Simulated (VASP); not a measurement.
# InSb3 (Amm2) in VASP: single point with PBEsol+D3(BJ)

Aim: the single point of InSb3 with PBEsol+D3(BJ).

All numbers are computed with VASP 6.6.1; they aren't measurements. Logs are shortened: lines on timing, memory, paths and dates and some standing lists are left out, and cuts for length are marked.

### 1 The cell of the first run

The structure is orthorhombic, space group Amm2 (No. 38). Conventional cell: a = 4.652 Å, b = 9.304 Å, c = 9.304 Å, α = 90.00°, β = 90.00°, γ = 90.00°. Within 4.2 Å of In (site symmetry m) lie 12 Sb at 3.14 to 3.47 Å and 1 In at 4.19 Å. Within 3.9 Å of Sb (site symmetry mm2) lie 8 Sb at 2.97 to 3.31 Å and 4 In at 3.47 Å. Sb (site symmetry mm2) has 4 In at 3.14 Å and 9 Sb at 3.29 to 4.18 Å within 4.2 Å. Within 4.2 Å of Sb (site symmetry mm2) lie 9 Sb at 3.14 to 4.17 Å and 4 In at 3.30 to 3.31 Å. Within 3.9 Å of Sb (site symmetry mm2) lie 8 Sb at 2.97 to 3.47 Å and 4 In at 3.30 to 3.31 Å. Sb (site symmetry m) has 9 Sb at 3.14 to 4.18 Å and 4 In at 3.29 to 3.32 Å within 4.2 Å.

### 2 Single point, PBEsol+D3(BJ) (atoms displaced along a vibrational mode)

INCAR reads:

```
SYSTEM = InSb3
PREC     = Accurate       ! precision mode
ENCUT    = 520            ! plane-wave cutoff, eV
EDIFF    = 1E-7           ! SCF threshold, eV
ISMEAR   = 0              ! smearing method
SIGMA    = 0.15           ! smearing width, eV
LREAL    = .FALSE.        ! projectors in reciprocal space
LASPH    = .TRUE.         ! aspherical terms in the spheres
NELM     = 60             ! most SCF steps
ALGO     = Normal         ! electronic algorithm
ISIF     = 2              ! what is computed and relaxed
LWAVE    = .FALSE.        ! write WAVECAR
LCHARG   = .TRUE.         ! write CHGCAR
GGA      = PS             ! functional
IVDW     = 12             ! dispersion correction
LELF     = .TRUE.         ! ELF
LVHAR    = .TRUE.       
NBANDS   = 38             ! bands
```

KPOINTS reads:

```
Automatic mesh
0
G
  8 6 6
  0 0 0
```

POSCAR reads:

```
InSb3
1.0
   -4.6518153976      0.0000000000      0.0000000000
    0.0000000000      4.6518153976      4.6518153976
    0.0000000000      4.6518153976     -4.6518153976
In Sb
2 6
Direct
    0.0000000000     -0.0249700037      0.0249700037
    0.0000000000      0.5249700037      0.4750299963
    0.5000000000      0.2247410441      0.7247410441
    0.5000000000      0.7752589559      0.2752589559
    0.0000000000      0.4742036195     -0.0257963805
    0.0000000000      0.0257963805      0.5257963805
    0.5000000000      0.2752589559      0.2247410441
    0.5000000000      0.7247410441      0.7752589559
```

Potentials or basis: VASP PAW PBE potentials, release 64 (In_d, Sb).

Started as:

```bash
cat potpaw_PBE.64/In_d/POTCAR potpaw_PBE.64/Sb/POTCAR > POTCAR
mpirun -np 1 vasp_std > vasp.out
```

OUTCAR:

```text
SYSTEM = InSb3
   PREC = Accurate
   ENCUT = 520
   EDIFF = 1E-7
   ISMEAR = 0
   LREAL = .FALSE.
   LASPH = .TRUE.
   NELM = 60
   ISIF = 2
   GGA = PS
   IVDW = 12
 IVDW          = 12

 ion  position               nearest neighbor table
   1  0.000  0.975  0.025-   4 3.14   4 3.14   8 3.29   8 3.29   6 3.30   5 3.30   6 3.31   5 3.31
                             7 3.32   7 3.32   3 3.47   3 3.47
   2  0.000  0.525  0.475-   4 3.14   4 3.14   7 3.29   7 3.29   6 3.30   5 3.30   6 3.31   5 3.31
                             8 3.32   8 3.32   3 3.47   3 3.47
   3  0.500  0.225  0.725-   6 2.97   6 2.97   5 3.29   5 3.29   7 3.31   8 3.31   7 3.31   8 3.31
                             1 3.47   2 3.47   1 3.47   2 3.47
   4  0.500  0.775  0.275-   1 3.14   2 3.14   1 3.14   2 3.14   6 3.29   6 3.29   7 3.31   7 3.31
                             8 3.31   8 3.31   5 3.64   5 3.64
   5  0.000  0.474  0.974-   7 3.14   8 3.14   7 3.14   8 3.14   3 3.29   3 3.29   1 3.30   2 3.30
                             1 3.31   2 3.31   4 3.64   4 3.64
   6  0.000  0.026  0.526-   3 2.97   3 2.97   4 3.29   4 3.29   1 3.30   2 3.30   1 3.31   2 3.31
                             7 3.47   8 3.47   7 3.47   8 3.47
   7  0.500  0.275  0.225-   5 3.14   5 3.14   2 3.29   2 3.29   3 3.31   4 3.31   4 3.31   3 3.31
                             1 3.32   1 3.32   6 3.47   6 3.47
   8  0.500  0.725  0.775-   5 3.14   5 3.14   1 3.29   1 3.29   4 3.31   3 3.31   4 3.31   3 3.31
                             2 3.32   2 3.32   6 3.47   6 3.47

  LATTYP: Found a simple tetragonal cell.
 ALAT       =     6.5786604249
 C/A-ratio  =     0.7071067812

  Lattice vectors:

 A1 = (   0.0000000000,   4.6518153976,   4.6518153976)
 A2 = (   0.0000000000,   4.6518153976,  -4.6518153976)
 A3 = (  -4.6518153976,   0.0000000000,   0.0000000000)

Analysis of symmetry for initial positions (statically):
=====================================================================
 Subroutine PRICEL returns:
 Original cell was already a primitive cell.

 Routine SETGRP: Setting up the symmetry group for a
 simple tetragonal supercell.

 Subroutine GETGRP returns: Found  4 space group operations
 (whereof  2 operations were pure point group operations)
 out of a pool of 16 trial point group operations.

The static configuration has the point symmetry C_1h.
 The point group associated with its full space group is C_2v.

Analysis of symmetry for dynamics (positions and initial velocities):
=====================================================================
 Subroutine PRICEL returns:
 Original cell was already a primitive cell.

 Routine SETGRP: Setting up the symmetry group for a
 simple tetragonal supercell.

 Subroutine GETGRP returns: Found  4 space group operations
 (whereof  2 operations were pure point group operations)
 out of a pool of 16 trial point group operations.

The dynamic configuration has the point symmetry C_1h.
 The point group associated with its full space group is C_2v.

 Subroutine INISYM returns: Found  4 space group operations
 (whereof  2 operations are pure point group operations),
 and found     1 'primitive' translations

----------------------------------------------------------------------------------------

                                     Primitive cell

  volume of cell :     201.3249

  direct lattice vectors                    reciprocal lattice vectors
    -4.651815398  0.000000000  0.000000000    -0.214969837  0.000000000  0.000000000
     0.000000000  4.651815398  4.651815398     0.000000000  0.107484919  0.107484919
     0.000000000  4.651815398 -4.651815398     0.000000000  0.107484919 -0.107484919

  length of vectors
     4.651815398  6.578660425  6.578660425     0.214969837  0.152006630  0.152006630

  position of ions in fractional coordinates (direct lattice)
     0.000000000  0.975029996  0.024970004
     0.000000000  0.524970004  0.475029996
     0.500000000  0.224741044  0.724741044
     0.500000000  0.775258956  0.275258956
     0.000000000  0.474203620  0.974203620
     0.000000000  0.025796380  0.525796380
     0.500000000  0.275258956  0.224741044
     0.500000000  0.724741044  0.775258956

  ion indices of the primitive-cell ions
   primitive index   ion index
                 1           1
                 2           2
                 3           3
                 4           4
                 5           5
                 6           6
                 7           7
                 8           8

----------------------------------------------------------------------------------------

 KPOINTS: Automatic mesh

Automatic generation of k-mesh.
 Grid dimensions read from file:
 generate k-points for:    8    6    6

 Generating k-lattice:

  Cartesian coordinates                     Fractional coordinates (reciprocal lattice)
    -0.026871230  0.000000000  0.000000000     0.125000000  0.000000000  0.000000000
     0.000000000  0.017914153  0.017914153     0.000000000  0.166666667  0.000000000
     0.000000000  0.017914153 -0.017914153     0.000000000  0.000000000  0.166666667

  Length of vectors
     0.026871230  0.025334438  0.025334438

  Shift w.r.t. Gamma in fractional coordinates (k-lattice)
     0.000000000  0.000000000  0.000000000

 Subroutine IBZKPT returns following result:
 ===========================================

 Found     65 irreducible k-points:

 Following reciprocal coordinates:
            Coordinates               Weight
  0.000000  0.000000  0.000000      1.000000
  0.125000  0.000000  0.000000      2.000000
  0.250000  0.000000  0.000000      2.000000
  0.375000  0.000000  0.000000      2.000000
  0.500000  0.000000  0.000000      1.000000
  0.000000  0.166667  0.000000      4.000000
[... 16 lines left out ...]
  0.125000  0.166667  0.166667      4.000000
  0.125000 -0.166667  0.166667      4.000000
 [... further k-points ...]
   k-points           NKPTS =     65   k-points in BZ     NKDIM =     65   number of bands    NBANDS=     38
   number of dos      NEDOS =    301   number of ions     NIONS =      8
   total plane-waves  NPLWV =  90000
   dimension x,y,z NGX =    36 NGY =   50 NGZ =   50
   dimension x,y,z NGXF=    72 NGYF=  100 NGZF=  100
   ions per type =               2   6
   NGX,Y,Z   is equivalent  to a cutoff of  12.87, 12.64, 12.64 a.u.
   NGXF,Y,Z  is equivalent  to a cutoff of  25.73, 25.27, 25.27 a.u.
 SYSTEM =  InSb3
   PREC   = accura    normal or accurate (medium, high low for compatibility)
   ISTART =      0    job   : 0-new  1-cont  2-samecut
   ICHARG =      2    charge: 1-file 2-atom 10-const
   ISPIN  =      1    spin polarized calculation?
   LNONCOLLINEAR =      F non collinear calculations
   LSORBIT =      F    spin-orbit coupling
   LASPH  =      T    aspherical Exc in radial PAW
   ENCUT  =  520.0 eV  38.22 Ry    6.18 a.u.   8.65 12.23 12.23*2*pi/ulx,y,z
   NELM   =     60;   NELMIN=  2; NELMDL= -5     # of ELM steps
   EDIFF  = 0.1E-06   stopping-criterion for ELM
   LREAL  =      F    real-space projection
   EDIFFG = 0.1E-05   stopping-criterion for IOM
   NSW    =      0    number of steps for IOM
   IBRION =     -1    ionic relax: 0-MD 1-quasi-New 2-CG
   NFREE  =      0    steps in history (QN), initial steepest desc. (CG)
   ISIF   =      2    stress and relaxation
   ISYM   =      2    0-nonsym 1-usesym 2-fastsym
   POTIM  = 0.5000    time-step for ionic-motion
   TEBEG  =    0.0;   TEEND  =   0.0 temperature during run
   PSTRESS=    0.0 pullay stress
   NELECT =      56.0000    total number of electrons
   NUPDOWN=      -1.0000    fix difference up-down
   EMIN   =  10.00;   EMAX   =-10.00  energy-range for DOS
   EFERMI =   0.00;   METHOD = LEGACY
   ISMEAR =     0;   SIGMA  =   0.15  broadening in eV -4-tet -1-fermi 0-gaus
   EFERMI_NEDOS =   21; number of points for ismear=-14 and -15
   IALGO  =     38    algorithm
   IMIX   =      4    mixing-type and parameters
     AMIX     =   0.40;   BMIX     =  1.00
     AMIX_MAG =   1.60;   BMIX_MAG =  1.00
  volume/ion in A,a.u.               =      25.17       169.83
  Fermi-wavevector in a.u.,A,eV,Ry     =   1.068657  2.019469 15.538234  1.142028
  Thomas-Fermi vector in A             =   2.204312
   LORBIT       =      0    0 simple, 1 ext, 2 COOP (PROOUT), +10 PAW based schemes
   GGA     = PS    functional components
   LHFCALC =     F    Hartree Fock is set to
   AEXX    =    0.0000 exact exchange contribution
   IVDW    =    12    specifies the selected vdW correction
   LEPSILON=     F    determine dielectric tensor
   LRPA    =     F    only Hartree local field effects (RPA)
 non-spin polarized calculation
 Gauss-broadening in eV      SIGMA  =   0.15
  energy-cutoff  :      520.00
  volume of cell :      201.32
 maximum number of plane-waves:      5530
 NGX is ok and might be reduce to    36
   NGX = 17   NGY = 25   NGZ = 25

 number of electron      55.9999970 magnetization

 Free energy of the ion-electron system (eV)
  ---------------------------------------------------
  ext. energy  EPLUGINS =         0.00000000
  ---------------------------------------------------
  free energy    TOTEN  =       -32.00569480 eV

  energy without entropy =      -31.97169414  energy(sigma->0) =      -31.98869447

 E-fermi :   8.8930     XC(G=0): -10.6079

 val. band max:        8.8877147261   @ k =   0.0000   0.1667   0.1667
 cond. band min:       8.9092996707   @ k =   0.2500   0.3333   0.0000
 fundamental gap:      0.0215849445
 Fermi energy:         8.8930434979

 k-point     1 :       0.0000    0.0000    0.0000
  band No.  band energies     occupation
      1      -5.6413      2.00000
      2      -5.6071      2.00000
      3      -5.6053      2.00000
      4      -5.6017      2.00000
      5      -5.5912      2.00000
      6      -5.5833      2.00000
[... 30 lines left out ...]
     37      12.2589      0.00000
     38      13.0898      0.00000

 k-point     2 :       0.1250    0.0000    0.0000
  band No.  band energies     occupation
      1      -5.6398      2.00000
      2      -5.6104      2.00000
      3      -5.6043      2.00000
      4      -5.6005      2.00000
      5      -5.5966      2.00000
      6      -5.5818      2.00000
[... 30 lines left out ...]
     37      12.5485      0.00000
     38      13.5954      0.00000

 k-point     3 :       0.2500    0.0000    0.0000
  band No.  band energies     occupation
      1      -5.6360      2.00000
      2      -5.6237      2.00000
      3      -5.6093      2.00000
      4      -5.6013      2.00000
      5      -5.5932      2.00000
      6      -5.5878      2.00000
[... 30 lines left out ...]
     37      13.1808      0.00000
     38      14.2287      0.00000

 k-point     4 :       0.3750    0.0000    0.0000
  band No.  band energies     occupation
      1      -5.6375      2.00000
      2      -5.6319      2.00000
      3      -5.6217      2.00000
      4      -5.5987      2.00000
      5      -5.5942      2.00000
      6      -5.5923      2.00000
[... 30 lines left out ...]
     37      13.4671      0.00000
     38      13.6863      0.00000
[... 703 lines left out ...]
      4      -5.5994      2.00000
      5      -5.5919      2.00000
      6      -5.5854      2.00000
[... 30 lines left out ...]
     37      11.5217      0.00000
     38      13.1696      0.00000

 k-point    23 :       0.1250    0.1667    0.1667
  band No.  band energies     occupation
      1      -5.6311      2.00000
      2      -5.6103      2.00000
      3      -5.6015      2.00000
      4      -5.5962      2.00000
      5      -5.5923      2.00000
      6      -5.5847      2.00000
[... 30 lines left out ...]
     37      11.8830      0.00000
     38      13.5108      0.00000

 k-point    24 :       0.1250   -0.1667    0.1667
  band No.  band energies     occupation
      1      -5.6293      2.00000
      2      -5.6079      2.00000
      3      -5.5986      2.00000
      4      -5.5977      2.00000
      5      -5.5973      2.00000
      6      -5.5850      2.00000
[... 30 lines left out ...]
     37      11.9290      0.00000
     38      13.5758      0.00000

 [... further k-points ...]

------------------------ aborting loop because EDIFF is reached ----------------------------------------

 Edisp (eV)   -3.98738

 E8    (eV) :    -2.7702

  FORCE on cell =-STRESS in cart. coord.  units (eV):
  Direction    XX          YY          ZZ          XY          YZ          ZX
  --------------------------------------------------------------------------------------
  -------------------------------------------------------------------------------------
  Total       1.68567     0.33173    -0.49822     0.00000     0.00000     0.00000
  in kB      13.41482     2.63996    -3.96492     0.00000     0.00000     0.00000
  external pressure =        4.03 kB  Pullay stress =        0.00 kB

 VOLUME and BASIS-vectors are now :
 -----------------------------------------------------------------------------
  energy-cutoff  :      520.00
  volume of cell :      201.32
      direct lattice vectors                 reciprocal lattice vectors
    -4.651815398  0.000000000  0.000000000    -0.214969837  0.000000000  0.000000000
     0.000000000  4.651815398  4.651815398     0.000000000  0.107484919  0.107484919
     0.000000000  4.651815398 -4.651815398     0.000000000  0.107484919 -0.107484919

 POSITION                                       TOTAL-FORCE (eV/Angst)
 -----------------------------------------------------------------------------------
      0.00000      4.65182      4.41950         0.000000     -0.020255      0.074339
      0.00000      4.65182      0.23231         0.000000     -0.020255     -0.074339
     -2.32591      4.41682     -2.32591         0.000000      0.348132      0.000000
     -2.32591      4.88682      2.32591         0.000000      0.011980      0.000000
      0.00000      6.73772     -2.32591         0.000000     -0.007778      0.000000
      0.00000      2.56591     -2.32591         0.000000     -0.309373      0.000000
     -2.32591      2.32591      0.23500         0.000000     -0.001226     -0.075986
     -2.32591      6.97772     -0.23500         0.000000     -0.001226      0.075986
 -----------------------------------------------------------------------------------
    total drift:                               -0.000000      0.000003      0.000000

  FREE ENERGIE OF THE ION-ELECTRON SYSTEM (eV)
  ---------------------------------------------------
  free  energy   TOTEN  =       -35.9930713774 eV

  energy  without entropy=      -35.9590707130  energy(sigma->0) =      -35.97607105
```

Wall time 7.5 min (1 thread of Intel Xeon 8259CL, shared host); peak memory 0.56 GiB.

What came out:

```yaml
Free_energy: -35.9931 eV
Pressure: 0.4 GPa
Largest_force: 0.348 eV/Å
Band_gap_on_the_k_mesh: zero (bands 28 and 29 overlap by 1.75 eV)
Dispersion_energy_per_atom: -0.498 eV
```

Forces in eV/Å, atoms in the order of the input:
```
In   0.000 -0.020  0.074
In   0.000 -0.020 -0.074
Sb   0.000  0.348  0.000
Sb   0.000  0.012  0.000
Sb   0.000 -0.008  0.000
Sb   0.000 -0.309  0.000
Sb   0.000 -0.001 -0.076
Sb   0.000 -0.001  0.076
```

Levels at points of the mesh, in eV from the Fermi level:
| k point | band 24 | band 25 | band 26 | band 27 | band 28 | band 29 | band 30 | band 31 | band 32 | band 33 |
| --- | --- | --- | --- | --- | --- | --- | --- | --- | --- | --- |
| (0.00, 0.00, 0.00) | -1.67 | -1.56 | -1.40 | -1.18 | -0.25 | 0.62 | 0.74 | 0.91 | 0.99 | 1.86 |
| (0.50, 0.00, 0.00) | -3.15 | -2.34 | -2.31 | -1.32 | -1.26 | 2.44 | 2.50 | 2.51 | 2.93 | 3.71 |
| (0.00, 0.50, 0.00) | -1.92 | -1.29 | -1.10 | -1.00 | -0.70 | 0.30 | 0.48 | 0.57 | 0.92 | 0.97 |
| (0.50, 0.50, 0.00) | -2.46 | -1.48 | -1.02 | -0.15 | -0.08 | 0.91 | 1.28 | 1.58 | 2.04 | 2.08 |
| (0.00, 0.50, 0.50) | -2.37 | -2.30 | -2.29 | -1.59 | -1.14 | -1.01 | -0.95 | 2.40 | 2.41 | 2.45 |
| (0.50, 0.50, 0.50) | -1.77 | -1.38 | -1.26 | -1.16 | -0.93 | -0.87 | -0.85 | -0.26 | -0.14 | 0.98 |

Caveat: the cell differs from its parent crystal (atoms displaced along a vibrational mode); the PAW data sets were made with another functional, which shifts forces and pressure a little; spin-orbit coupling is left out, which moves the levels of the heavy elements.
